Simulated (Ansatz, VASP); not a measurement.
## One calculation of Mg3Si, two programs

Contents of INCAR:

```
SYSTEM = Mg3Si
  PREC = Accurate
  ENCUT = 600
  EDIFF = 1E-7
  ISMEAR = 0
  SIGMA = 0.1
  LREAL = .FALSE.
  LASPH = .TRUE.
  NELM = 80
  ALGO = Fast
  ISIF = 3
  LWAVE = .FALSE.
  LCHARG = .FALSE.
  GGA = PE
  IBRION = 2
  NSW = 100
  EDIFFG = -0.01
```

The input KPOINTS:

```
regular mesh
0
G
  14 14 14
  0 0 0
```

Contents of POSCAR:

```
Mg3Si
1.0
   -2.5515114216      2.5515114216      3.0965492197
    2.5515114216     -2.5515114216      3.0965492197
    2.5515114216      2.5515114216     -3.0965492197
Mg Si
3 1
Direct
    0.0000000000      0.0000000000      0.0000000000
    0.7500000000      0.2500000000      0.5000000000
    0.2500000000      0.7500000000      0.5000000000
    0.5000000000      0.5000000000      0.0000000000
```

Input for Ansatz:

```yaml
crystal:
  lattice:
    - [-2.5515114216, 2.5515114216, 3.0965492197]
    - [2.5515114216, -2.5515114216, 3.0965492197]
    - [2.5515114216, 2.5515114216, -3.0965492197]
  atoms:
    - { symbol: Mg, position: [0.0, 0.0, 0.0] }
    - { symbol: Mg, position: [0.75, 0.25, 0.5] }
    - { symbol: Mg, position: [0.25, 0.75, 0.5] }
    - { symbol: Si, position: [0.5, 0.5, 0.0] }
basis:
  ecutwfc: 420
kpoints:
  mp_grid: { grid: [14, 14, 14] }
hamiltonian:
  xc: pbe
scf:
  occupations: { method: gaussian, width: 0.1 }
output:
  forces: true
  stress: true
  eigenvalues: true
relax:
  adjacent_minimum: "off"
  f_tol: 0.01
  max_steps: 80
  cell: { stress_tol: 0.05 }
```

Alike in both runs: task relaxation of cell and atoms; functional PBE; k mesh 14 × 14 × 14; occupations gaussian, width 0.1 eV; no spin polarisation.

|  | VASP | Ansatz |
| --- | --- | --- |
| version | VASP 6.6.1 | Ansatz 0.2.0 |
| potentials or method | VASP PAW PBE potentials, release 64 (Mg, Si), cutoff 600 eV | scalar-relativistic, plane waves, PAW |
| valence electrons in the cell | 10 | 34 |

VASP gave:

* gap on the k mesh at the Fermi level, each at its own relaxed structure (eV): none
* relaxed volume (Å³/atom): 20.19
* relaxed length of the cell vector where the two differ most in proportion (Å): 4.757

Estimate Ansatz's values.

gap on the k mesh at the Fermi level, each at its own relaxed structure (eV): none; relaxed volume (Å³/atom): 20.27; relaxed length of the cell vector where the two differ most in proportion (Å): 4.760.

A gap of «none» marks a metal or a gap that the smearing closes. VASP's potentials hold 10 valence electrons a cell and Ansatz's 34, so a difference there can come from the potentials and not from the codes.
